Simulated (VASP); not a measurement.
**Sr: single point with PBE**

The system is Sr.

```xyz
1
Lattice="0.0000 3.0191 3.0191 3.0191 0.0000 3.0191 3.0191 3.0191 0.0000" Properties=species:S:1:pos:R:3 pbc="T T T"
Sr    0.0000    0.0000    0.0000
```

```yaml
Program: VASP 6.6.1
Task: single point
Functional: PBE
Potentials_or_basis: VASP PAW PBE potentials, release 64 (Sr_sv)
Cutoff: 520 eV
k_mesh: 9 × 9 × 9
Occupations: methfessel-paxton, width 1 eV
Spin: no spin polarisation
```

| Quantity | Value |
| --- | --- |
| Pressure | 0.0 GPa |

Levels at points of the mesh, in eV from the Fermi level:
```csv
k point,band 1,band 2,band 3,band 4,band 5,band 6,band 7,band 8,band 9,band 10
"(0.00, 0.00, 0.00)",-36.54,-18.43,-18.43,-18.43,-3.57,2.42,2.42,2.42,3.89,3.89
```

It took 7.1 s on 1 thread of Intel(R) Xeon(R) 6975P-C (Granite Rapids), on a shared host, peak memory 0.17 GiB.
